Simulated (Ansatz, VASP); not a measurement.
**Al: VASP beside Ansatz**

File INCAR:

```
SYSTEM = Al
ALGO = Normal
EDIFF = 1E-6
ENCUT = 520
ISIF = 2
ISMEAR = 0
LASPH = .True.
LCHARG = .True.
LELF = .True.
LREAL = .False.
LVHAR = .True.
LWAVE = .False.
NBANDS = 8
NELM = 100
PREC = Accurate
SIGMA = 0.15
```

The input KPOINTS:

```
k-points
0
Gamma
  22 22 22
  0 0 0
```

Contents of POSCAR:

```
Al
1.0
    0.0000000000      2.0810232911      1.9145414278
    2.0810232911      0.0000000000      1.9145414278
    2.0810232911      2.0810232911      0.0000000000
Al
1
Direct
    0.0000000000      0.0000000000      0.0000000000
```

Input for Ansatz:

```yaml
crystal:
  lattice:
    - [0.0, 2.0810232911, 1.9145414278]
    - [2.0810232911, 0.0, 1.9145414278]
    - [2.0810232911, 2.0810232911, 0.0]
  atoms:
    - { symbol: Al, position: [0.0, 0.0, 0.0] }
basis:
  ecutwfc: 420
kpoints:
  mp_grid: { grid: [22, 22, 22] }
hamiltonian:
  xc: lda
scf:
  occupations: { method: gaussian, width: 0.15 }
output:
  forces: true
  stress: true
  eigenvalues: true
```

Alike in both runs: task single point; functional LDA; k mesh 22 × 22 × 22; occupations gaussian, width 0.15 eV; no spin polarisation.

|  | VASP | Ansatz |
| --- | --- | --- |
| version | VASP 6.6.1 | Ansatz 0.2.0 |
| potentials or method | VASP PAW LDA potentials, release 64 (Al), cutoff 520 eV | scalar-relativistic, plane waves, PAW |
| valence electrons in the cell | 3 | 3 |

VASP gave:

```
gap on the k mesh at the Fermi level (eV)                     : none
pressure (GPa)                                                : -3.1
traceless stress, the component that is largest in VASP (GPa) : 2.75
```

**Question.** Estimate Ansatz's values.

**Answer.** gap on the k mesh at the Fermi level (eV): none; pressure (GPa): -3.2; traceless stress, the component that is largest in VASP (GPa): 2.74.

LDA's correlation is that of Perdew and Zunger in VASP and of Perdew and Wang (1992) in Ansatz. A gap of «none» marks a metal or a gap that the smearing closes.
